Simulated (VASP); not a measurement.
A run of VASP 6.6.1 is set up as follows.

File POSCAR:

```
MgS
1.0
    0.0000000000      2.6016500000      2.6016500000
    2.6016500000      0.0000000000      2.6016500000
    2.6016500000      2.6016500000      0.0000000000
S Mg
1 1
Direct
    0.5000000000      0.5000000000      0.5000000000
    0.0000000000      0.0000000000      0.0000000000
```

File INCAR.step1:

```
SYSTEM = MgS
PREC = Accurate ; ENCUT = 520
EDIFF = 1E-5 ; ISMEAR = -1
SIGMA = 0.05 ; LREAL = .FALSE.
LASPH = .TRUE. ; NELM = 80
ALGO = Normal ; ISIF = 2
LWAVE = .TRUE. ; LCHARG = .FALSE.
NBANDS = 11 ; GGA = PE
```

Contents of INCAR.step2:

```
SYSTEM = MgS
PREC = Accurate ; ENCUT = 520
EDIFF = 1E-7 ; ISMEAR = -1
SIGMA = 0.05 ; LREAL = .FALSE.
LASPH = .TRUE. ; NELM = 80
ALGO = Normal ; ISIF = 2
LWAVE = .FALSE. ; LCHARG = .FALSE.
GGA = PS ; LHFCALC = .TRUE.
AEXX = 0.25 ; HFSCREEN = 0.207
PRECFOCK = Normal ; NBANDS = 11
ISTART = 1
```

Contents of KPOINTS:

```
Automatic mesh
0
G
  5 5 5
  0 0 0
```

Potentials or basis: VASP PAW PBE potentials, release 64 (S, Mg).

Launch:

```console
$ cat potpaw_PBE.64/S/POTCAR potpaw_PBE.64/Mg/POTCAR > POTCAR
$ cp INCAR.step1 INCAR
$ mpirun -np 1 vasp_std > vasp.out
$ cp INCAR.step2 INCAR
$ mpirun -np 1 vasp_std > vasp.out
```

(1) Predict the band gap on the k mesh.

(2) Predict the pressure.

## Answers

(1) 4.14 eV (least direct gap 4.71 eV).

(2) -2.0 GPa.

Caveat: the PAW data sets were made with another functional, which shifts forces and pressure a little; an odd mesh through Γ misses points on the zone boundary, where band edges can lie.
